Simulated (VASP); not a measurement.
# P (Pm-3m) in VASP: notebook

The runs below take P through single point, with RPBE.

Program: VASP 6.6.1. These are calculated values, not measurements. Logs are shortened: lines on timing, memory, paths and dates and some standing lists are left out, and cuts for length are marked.

## 1. The cell of the first run

It takes space group Pm-3m (No. 221, cubic). Conventional cell: a = 2.456 Å, b = 2.456 Å, c = 2.456 Å, α = 90.00°, β = 90.00°, γ = 90.00°. Within 3.2 Å of P (site symmetry m-3m) lie 6 P at 2.46 Å.

## 2. Single point, RPBE

File INCAR:

```
SYSTEM = P
  PREC = Accurate
  ENCUT = 520
  EDIFF = 1E-7
  ISMEAR = -1
  SIGMA = 0.1
  LREAL = .False.
  LASPH = .True.
  NELM = 80
  ALGO = Normal
  ISIF = 2
  LWAVE = .False.
  LCHARG = .False.
  GGA = RP
  NBANDS = 8
```

File KPOINTS:

```
regular mesh
0
Gamma
  14 14 14
  0 0 0
```

File POSCAR:

```
P
1.0
    2.4562692664      0.0000000000      0.0000000000
    0.0000000000      2.4562692664      0.0000000000
    0.0000000000      0.0000000000      2.4562692664
P
1
Direct
    0.0000000000      0.0000000000      0.0000000000
```

Potentials or basis: VASP PAW PBE potentials, release 64 (P).

Run with:

```console
$ cat potpaw_PBE.64/P/POTCAR > POTCAR
$ mpirun -np 1 vasp_std > vasp.out
```

OUTCAR:

```text
SYSTEM = P
   PREC = Accurate
   ENCUT = 520
   EDIFF = 1E-7
   ISMEAR = -1
   LREAL = .False.
   LASPH = .True.
   NELM = 80
   ISIF = 2
   GGA = RP

 ion  position               nearest neighbor table
   1  0.000  0.000  0.000-

  LATTYP: Found a simple cubic cell.
 ALAT       =     2.4562692664

  Lattice vectors:

 A1 = (   2.4562692664,   0.0000000000,   0.0000000000)
 A2 = (   0.0000000000,   2.4562692664,   0.0000000000)
 A3 = (   0.0000000000,   0.0000000000,   2.4562692664)

Analysis of symmetry for initial positions (statically):
=====================================================================
 Subroutine PRICEL returns:
 Original cell was already a primitive cell.

 Routine SETGRP: Setting up the symmetry group for a
 simple cubic supercell.

 Subroutine GETGRP returns: Found 48 space group operations
 (whereof 48 operations were pure point group operations)
 out of a pool of 48 trial point group operations.

The static configuration has the point symmetry O_h .

Analysis of symmetry for dynamics (positions and initial velocities):
=====================================================================
 Subroutine PRICEL returns:
 Original cell was already a primitive cell.

 Routine SETGRP: Setting up the symmetry group for a
 simple cubic supercell.

 Subroutine GETGRP returns: Found 48 space group operations
 (whereof 48 operations were pure point group operations)
 out of a pool of 48 trial point group operations.

The dynamic configuration has the point symmetry O_h .

 Subroutine INISYM returns: Found 48 space group operations
 (whereof 48 operations are pure point group operations),
 and found     1 'primitive' translations

----------------------------------------------------------------------------------------

                                     Primitive cell

  volume of cell :      14.8193

  direct lattice vectors                    reciprocal lattice vectors
     2.456269266  0.000000000  0.000000000     0.407121489  0.000000000  0.000000000
     0.000000000  2.456269266  0.000000000     0.000000000  0.407121489  0.000000000
     0.000000000  0.000000000  2.456269266     0.000000000  0.000000000  0.407121489

  length of vectors
     2.456269266  2.456269266  2.456269266     0.407121489  0.407121489  0.407121489

  position of ions in fractional coordinates (direct lattice)
     0.000000000  0.000000000  0.000000000

  ion indices of the primitive-cell ions
   primitive index   ion index
                 1           1

----------------------------------------------------------------------------------------

 KPOINTS: regular mesh

Automatic generation of k-mesh.
 Grid dimensions read from file:
 generate k-points for:   14   14   14

 Generating k-lattice:

  Cartesian coordinates                     Fractional coordinates (reciprocal lattice)
     0.029080106  0.000000000  0.000000000     0.071428571  0.000000000  0.000000000
     0.000000000  0.029080106  0.000000000     0.000000000  0.071428571  0.000000000
     0.000000000  0.000000000  0.029080106     0.000000000  0.000000000  0.071428571

  Length of vectors
     0.029080106  0.029080106  0.029080106

  Shift w.r.t. Gamma in fractional coordinates (k-lattice)
     0.000000000  0.000000000  0.000000000

 Subroutine IBZKPT returns following result:
 ===========================================

 Found    120 irreducible k-points:

 Following reciprocal coordinates:
            Coordinates               Weight
  0.000000  0.000000  0.000000      1.000000
  0.071429  0.000000  0.000000      6.000000
  0.142857  0.000000  0.000000      6.000000
  0.214286  0.000000  0.000000      6.000000
  0.285714  0.000000  0.000000      6.000000
  0.357143  0.000000  0.000000      6.000000
[... 16 lines left out ...]
  0.285714  0.214286  0.000000     24.000000
  0.357143  0.214286  0.000000     24.000000
 [... further k-points ...]
   k-points           NKPTS =    120   k-points in BZ     NKDIM =    120   number of bands    NBANDS=      8
   number of dos      NEDOS =    301   number of ions     NIONS =      1
   total plane-waves  NPLWV =   5832
   dimension x,y,z NGX =    18 NGY =   18 NGZ =   18
   dimension x,y,z NGXF=    36 NGYF=   36 NGZF=   36
   ions per type =               1
   NGX,Y,Z   is equivalent  to a cutoff of  12.18, 12.18, 12.18 a.u.
   NGXF,Y,Z  is equivalent  to a cutoff of  24.37, 24.37, 24.37 a.u.
 SYSTEM =  P
   PREC   = accura    normal or accurate (medium, high low for compatibility)
   ISTART =      0    job   : 0-new  1-cont  2-samecut
   ICHARG =      2    charge: 1-file 2-atom 10-const
   ISPIN  =      1    spin polarized calculation?
   LNONCOLLINEAR =      F non collinear calculations
   LSORBIT =      F    spin-orbit coupling
   LASPH  =      T    aspherical Exc in radial PAW
   ENCUT  =  520.0 eV  38.22 Ry    6.18 a.u.   4.57  4.57  4.57*2*pi/ulx,y,z
   NELM   =     80;   NELMIN=  2; NELMDL= -5     # of ELM steps
   EDIFF  = 0.1E-06   stopping-criterion for ELM
   LREAL  =      F    real-space projection
   EDIFFG = 0.1E-05   stopping-criterion for IOM
   NSW    =      0    number of steps for IOM
   IBRION =     -1    ionic relax: 0-MD 1-quasi-New 2-CG
   NFREE  =      0    steps in history (QN), initial steepest desc. (CG)
   ISIF   =      2    stress and relaxation
   ISYM   =      2    0-nonsym 1-usesym 2-fastsym
   POTIM  = 0.5000    time-step for ionic-motion
   TEBEG  =    0.0;   TEEND  =   0.0 temperature during run
   PSTRESS=    0.0 pullay stress
   NELECT =       5.0000    total number of electrons
   NUPDOWN=      -1.0000    fix difference up-down
   EMIN   =  10.00;   EMAX   =-10.00  energy-range for DOS
   EFERMI =   0.00;   METHOD = LEGACY
   ISMEAR =    -1;   SIGMA  =   0.10  broadening in eV -4-tet -1-fermi 0-gaus
   EFERMI_NEDOS =   21; number of points for ismear=-14 and -15
   IALGO  =     38    algorithm
   IMIX   =      4    mixing-type and parameters
     AMIX     =   0.40;   BMIX     =  1.00
     AMIX_MAG =   1.60;   BMIX_MAG =  1.00
  volume/ion in A,a.u.               =      14.82       100.01
  Fermi-wavevector in a.u.,A,eV,Ry     =   1.139696  2.153712 17.672689  1.298906
  Thomas-Fermi vector in A             =   2.276399
   LORBIT       =      0    0 simple, 1 ext, 2 COOP (PROOUT), +10 PAW based schemes
   GGA     = RP    functional components
   LHFCALC =     F    Hartree Fock is set to
   AEXX    =    0.0000 exact exchange contribution
   IVDW    =     0    specifies the selected vdW correction
   LEPSILON=     F    determine dielectric tensor
   LRPA    =     F    only Hartree local field effects (RPA)
 non-spin polarized calculation
  energy-cutoff  :      520.00
  volume of cell :       14.82
 maximum number of plane-waves:       432
   NGX =  9   NGY =  9   NGZ =  9

 number of electron       5.0000000 magnetization

 Free energy of the ion-electron system (eV)
  ---------------------------------------------------
  ext. energy  EPLUGINS =         0.00000000
  ---------------------------------------------------
  free energy    TOTEN  =        -4.90115507 eV

  energy without entropy =       -4.88858359  energy(sigma->0) =       -4.89486933

 E-fermi :   9.4390     XC(G=0): -11.1624

 val. band max:        9.4342656576   @ k =   0.2857   0.2143   0.0714
 cond. band min:       9.5119302114   @ k =   0.4286   0.4286   0.4286
 fundamental gap:      0.0776645538
 Fermi energy:         9.4390104718

 k-point     1 :       0.0000    0.0000    0.0000
  band No.  band energies     occupation
      1      -6.8546      2.00000
      2      14.4204      0.00000
      3      14.4204      0.00000
      4      14.4204      0.00000
      5      16.2237      0.00000
      6      16.2237      0.00000
      7      23.6778      0.00000
      8      33.5589      0.00000

 k-point     2 :       0.0714    0.0000    0.0000
  band No.  band energies     occupation
      1      -6.7398      2.00000
      2      12.5408      0.00000
      3      14.5106      0.00000
      4      14.5106      0.00000
      5      16.3148      0.00000
      6      17.9610      0.00000
      7      24.0754      0.00000
      8      32.7126      0.00000

 k-point     3 :       0.1429    0.0000    0.0000
  band No.  band energies     occupation
      1      -6.3970      2.00000
      2      10.0261      0.00562
      3      14.7773      0.00000
      4      14.7773      0.00000
      5      16.5818      0.00000
      6      19.9390      0.00000
      7      25.3408      0.00000
      8      30.8843      0.00000

 k-point     4 :       0.2143    0.0000    0.0000
  band No.  band energies     occupation
      1      -5.8328      2.00000
      2       7.5946      2.00000
      3      15.2072      0.00000
      4      15.2072      0.00000
      5      17.0036      0.00000
      6      21.4284      0.00000
      7      27.3142      0.00000
      8      28.8524      0.00000

 k-point     5 :       0.2857    0.0000    0.0000
  band No.  band energies     occupation
      1      -5.0625      2.00000
      2       5.3387      2.00000
      3      15.7696      0.00000
      4      15.7696      0.00000
      5      17.5358      0.00000
      6      22.6652      0.00000
      7      26.9357      0.00000
      8      26.9357      0.00000
[... 177 lines left out ...]
 k-point    22 :       0.2143    0.2143    0.0000
  band No.  band energies     occupation
      1      -4.8131      2.00000
      2       7.8781      2.00000
      3       9.2329      1.77404
      4      15.9828      0.00000
      5      19.9008      0.00000
      6      22.8985      0.00000
      7      26.3311      0.00000
      8      29.3739      0.00000

 k-point    23 :       0.2857    0.2143    0.0000
  band No.  band energies     occupation
      1      -4.0438      2.00000
      2       6.1552      2.00000
      3       9.3646      1.35593
      4      16.5362      0.00000
      5      19.7380      0.00000
      6      21.7876      0.00000
      7      27.6475      0.00000
      8      27.9721      0.00000

 k-point    24 :       0.3571    0.2143    0.0000
  band No.  band energies     occupation
      1      -3.1061      2.00000
      2       4.2192      2.00000
      3      10.0388      0.00496
      4      17.1527      0.00000
      5      18.4129      0.00000
      6      22.1170      0.00000
      7      26.0429      0.00000
      8      28.7269      0.00000

 [... further k-points ...]
[... 5 lines left out ...]
  --------------------------------------------------------------------------------------
  -------------------------------------------------------------------------------------
  Total        0.0233165      0.0233165      0.0233165     -0.0000000      0.0000000      0.0000000
  in kB        2.5208404      2.5208404      2.5208404     -0.0000000      0.0000000      0.0000000
  external PRESSURE =       2.5208404 kB  Pullay stress =       0.0000000 kB

 VOLUME and BASIS-vectors are now :
 -----------------------------------------------------------------------------
  energy-cutoff  :      520.00
  volume of cell :       14.82
      direct lattice vectors                 reciprocal lattice vectors
     2.456269266  0.000000000  0.000000000     0.407121489  0.000000000  0.000000000
     0.000000000  2.456269266  0.000000000     0.000000000  0.407121489  0.000000000
     0.000000000  0.000000000  2.456269266     0.000000000  0.000000000  0.407121489

 POSITION                                       TOTAL-FORCE (eV/Angst)
 -----------------------------------------------------------------------------------
      0.00000      0.00000      0.00000         0.000000      0.000000      0.000000
 -----------------------------------------------------------------------------------
    total drift:                                0.000000      0.000000      0.000000

  FREE ENERGIE OF THE ION-ELECTRON SYSTEM (eV)
  ---------------------------------------------------
  free  energy   TOTEN  =        -4.9011550685 eV

  energy  without entropy=       -4.8885835886  energy(sigma->0) =       -4.89486933
```

Run time: 8.3 s. Hardware: 1 thread of Intel Xeon Platinum 8259CL at 2.50GHz (Skylake/Cascade Lake), shared host; peak memory 0.12 GiB.

What came out:

```yaml
Free_energy: -4.9012 eV
Pressure: 0.3 GPa
```

Caveat: the PAW data sets were made with another functional, which shifts forces and pressure a little.

## 3. Single point, RPBE (volume scaled by 1.04)

File INCAR:

```
PREC = Accurate
ENCUT = 520
EDIFF = 1E-6
ISMEAR = -1
SIGMA = 0.1
LREAL = False
LASPH = True
NELM = 60
ALGO = Normal
ISIF = 2
LWAVE = False
LCHARG = True
GGA = RP
LELF = True
LVHAR = True
NBANDS = 8
```

File KPOINTS:

```
Automatic mesh
0
Gamma
  14 14 14
```

File POSCAR:

```
P
1.0
    2.4885923056      0.0000000000      0.0000000000
    0.0000000000      2.4885923056      0.0000000000
    0.0000000000      0.0000000000      2.4885923056
P
1
Direct
    0.0000000000      0.0000000000      0.0000000000
```

Potentials or basis: VASP PAW PBE potentials, release 64 (P).

Run with:

```console
$ cat potpaw_PBE.64/P/POTCAR > POTCAR
$ mpirun -np 1 vasp_std > vasp.out
```

Wall time 10 s (1 thread of Intel Xeon Platinum 8259CL at 2.50GHz (Skylake/Cascade Lake), shared host); peak memory 0.12 GiB.

It converged, with:

```yaml
Free_energy: -4.8953 eV
Pressure: -3.4 GPa
```

Levels at points of the mesh, in eV from the Fermi level:
```
           k point  band 1  band 2  band 3  band 4  band 5  band 6  band 7
(0.00, 0.00, 0.00)  -15.89    4.79    4.79    4.79    6.86    6.86   13.80
(0.50, 0.00, 0.00)  -11.85   -8.13    7.39    7.39    9.28   14.12   14.12
(0.50, 0.50, 0.00)   -7.50   -4.96   -4.96    1.39    9.80   16.45   16.50
(0.50, 0.50, 0.50)   -2.17   -2.07   -2.07   -2.07    4.88    4.88    4.88
```

Caveat: the PAW data sets were made with another functional, which shifts forces and pressure a little.

## 4. Single point, RPBE (volume scaled by 1.08)

File INCAR:

```
SYSTEM = P
  PREC = Accurate
  ENCUT = 520
  EDIFF = 1E-7
  ISMEAR = -1
  SIGMA = 0.1
  LREAL = .FALSE.
  LASPH = .TRUE.
  NELM = 80
  ALGO = Normal
  ISIF = 2
  LWAVE = .FALSE.
  LCHARG = .TRUE.
  GGA = RP
  LELF = .TRUE.
  LVHAR = .TRUE.
  NBANDS = 8
```

File KPOINTS:

```
Automatic mesh
0
G
  14 14 14
  0 0 0
```

File POSCAR:

```
P
1.0
    2.5200968185      0.0000000000      0.0000000000
    0.0000000000      2.5200968185      0.0000000000
    0.0000000000      0.0000000000      2.5200968185
P
1
Direct
    0.0000000000      0.0000000000      0.0000000000
```

Potentials or basis: VASP PAW PBE potentials, release 64 (P).

Run with:

```console
$ cat potpaw_PBE.64/P/POTCAR > POTCAR
$ mpirun -np 1 vasp_std > vasp.out
```

OUTCAR:

```text
SYSTEM = P
   PREC = Accurate
   ENCUT = 520
   EDIFF = 1E-7
   ISMEAR = -1
   LREAL = .FALSE.
   LASPH = .TRUE.
   NELM = 80
   ISIF = 2
   GGA = RP

 ion  position               nearest neighbor table
   1  0.000  0.000  0.000-

  LATTYP: Found a simple cubic cell.
 ALAT       =     2.5200968185

  Lattice vectors:

 A1 = (   2.5200968185,   0.0000000000,   0.0000000000)
 A2 = (   0.0000000000,   2.5200968185,   0.0000000000)
[... 434 lines left out ...]
 k-point    24 :       0.3571    0.2143    0.0000
  band No.  band energies     occupation
      1      -3.6681      2.00000
      2       3.5293      2.00000
      3       8.9295      0.00727
      4      15.4389      0.00000
      5      17.2700      0.00000
      6      20.5801      0.00000
      7      24.4846      0.00000
      8      26.8785      0.00000

 [... further k-points ...]
[... 5 lines left out ...]
  --------------------------------------------------------------------------------------
  -------------------------------------------------------------------------------------
  Total       -0.6707639     -0.6707639     -0.6707639     -0.0000000     -0.0000000      0.0000000
  in kB      -67.1473064    -67.1473064    -67.1473064     -0.0000000     -0.0000000      0.0000000
  external PRESSURE =     -67.1473064 kB  Pullay stress =       0.0000000 kB

 VOLUME and BASIS-vectors are now :
 -----------------------------------------------------------------------------
  energy-cutoff  :      520.00
  volume of cell :       16.00
      direct lattice vectors                 reciprocal lattice vectors
     2.520096818  0.000000000  0.000000000     0.396810151  0.000000000  0.000000000
     0.000000000  2.520096818  0.000000000     0.000000000  0.396810151  0.000000000
     0.000000000  0.000000000  2.520096818     0.000000000  0.000000000  0.396810151

 POSITION                                       TOTAL-FORCE (eV/Angst)
 -----------------------------------------------------------------------------------
      0.00000      0.00000      0.00000         0.000000      0.000000      0.000000
 -----------------------------------------------------------------------------------
    total drift:                               -0.000000     -0.000000      0.000000

  FREE ENERGIE OF THE ION-ELECTRON SYSTEM (eV)
  ---------------------------------------------------
  free  energy   TOTEN  =        -4.8764339926 eV

  energy  without entropy=       -4.8645357784  energy(sigma->0) =       -4.87048489
```

OSZICAR:

```text
N       E                     dE             d eps       ncg     rms          rms(c)
DAV:   1     0.103345798323E+01    0.10335E+01   -0.20595E+03  1992   0.443E+02
DAV:   2    -0.480488215583E+01   -0.58383E+01   -0.56113E+01  2728   0.485E+01
DAV:   3    -0.486697379168E+01   -0.62092E-01   -0.62066E-01  2256   0.553E+00
DAV:   4    -0.486707603760E+01   -0.10225E-03   -0.10225E-03  2976   0.239E-01
DAV:   5    -0.486707614213E+01   -0.10453E-06   -0.10437E-06  2232   0.466E-03    0.451E+00
DAV:   6    -0.487211577723E+01   -0.50396E-02   -0.15597E-03  2416   0.282E-01    0.262E+00
DAV:   7    -0.487618374035E+01   -0.40680E-02   -0.47702E-03  2224   0.465E-01    0.134E-01
DAV:   8    -0.487642460833E+01   -0.24087E-03   -0.29802E-04  2520   0.124E-01    0.131E-02
DAV:   9    -0.487643215771E+01   -0.75494E-05   -0.56544E-06  2528   0.174E-02    0.500E-03
DAV:  10    -0.487643391145E+01   -0.17537E-05   -0.55008E-06  2304   0.161E-02    0.139E-03
DAV:  11    -0.487643399256E+01   -0.81112E-07   -0.25348E-08  2328   0.121E-03
   1 F= -.48764340E+01 E0= -.48704849E+01  d E =-.118982E-01
```

It took 9.9 s on 1 thread of Intel Xeon Platinum 8259CL at 2.50GHz (Skylake/Cascade Lake), shared host; peak memory 0.13 GiB.

What came out:

```
Free energy : -4.8764 eV
Pressure    : -6.7 GPa
```

Levels at points of the mesh, in eV from the Fermi level:
| k point | band 1 | band 2 | band 3 | band 4 | band 5 | band 6 |
| --- | --- | --- | --- | --- | --- | --- |
| (0.00, 0.00, 0.00) | -15.52 | 4.60 | 4.60 | 4.60 | 6.91 | 6.91 |
| (0.50, 0.00, 0.00) | -11.67 | -7.82 | 7.05 | 7.05 | 9.26 | 13.97 |
| (0.50, 0.50, 0.00) | -7.54 | -4.78 | -4.78 | 1.61 | 9.31 | 16.03 |
| (0.50, 0.50, 0.50) | -2.56 | -2.02 | -2.02 | -2.02 | 5.00 | 5.00 |

Caveat: the PAW data sets were made with another functional, which shifts forces and pressure a little.

(Continued in part 2 of 2.)
